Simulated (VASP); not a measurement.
## InP: vibrations by perturbation theory with LDA

Crystal: InP.

```xyz
2
Lattice="2.9427 2.9427 0.0000 -2.9427 2.9427 0.0000 0.0000 2.9427 2.9427" Properties=species:S:1:pos:R:3 pbc="T T T"
In    0.0000    0.0000    0.0000
P     1.4713    4.4140    1.4713
```

```json
{
  "Program": "VASP 6.6.1",
  "Task": "vibrations by perturbation theory",
  "Functional": "LDA",
  "Potentials or basis": "VASP PAW LDA potentials, release 64 (In_d, P)",
  "Cutoff": "520 eV",
  "k mesh": "8 × 8 × 8",
  "Occupations": "gaussian, width 0.01 eV",
  "Spin": "no spin polarisation",
  "Dipole correction": "no",
  "Further INCAR settings": "ALGO = Normal; EDIFF = 1e-08; NBANDS = 16; IBRION = 8; NSW = 1"
}
```

The highest phonon frequency at Γ, LO-TO splitting left out is 292 cm⁻¹.

Phonon frequencies in cm⁻¹ (negative: imaginary):
```csv
q point,frequencies
"(0.000, 0.000, 0.000)",0 0 0 292 292 292
```

Run time: 110 s on 1 thread of Intel(R) Xeon(R) Platinum 8488C (Sapphire Rapids), with other jobs on the host, peak memory 0.31 GiB.

Caveat: the cell wasn't relaxed at this level first, which shifts response properties.
